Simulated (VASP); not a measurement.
Rh: single point with LDA

Rh:

```xyz
1
Lattice="0.0000 1.8591 1.8591 1.8591 0.0000 1.8591 1.8591 1.8591 0.0000" Properties=species:S:1:pos:R:3 pbc="T T T"
Rh    0.0000    0.0000    0.0000
```

| Quantity | Value |
| --- | --- |
| Program | VASP 6.6.1 |
| Task | single point |
| Functional | LDA |
| Potentials or basis | VASP PAW LDA potentials, release 64 (Rh_pv) |
| Cutoff | 520 eV |
| k mesh | 12 × 12 × 12 |
| Occupations | fermi-dirac, width 0.05 eV |
| Spin | no spin polarisation |
| Dipole correction | no |
| Further INCAR settings | ALGO = Normal; EDIFF = 1e-06; NBANDS = 14 |

```yaml
Pressure: 10.6 GPa
```

Levels at points of the mesh, in eV from the Fermi level:
```tsv
k point	band 5	band 6	band 7	band 8	band 9	band 10
(0.00, 0.00, 0.00)	-3.48	-3.48	-3.48	-1.12	-1.12	15.85
(0.50, 0.00, 0.00)	-3.56	-3.56	0.61	0.62	0.62	9.29
(0.50, 0.50, 0.00)	-6.66	0.61	1.09	1.09	3.28	13.11
```

It took 7.3 s on 1 thread of AMD EPYC 7R13 Processor (Zen 3), with other jobs on the host, peak memory 0.09 GiB.
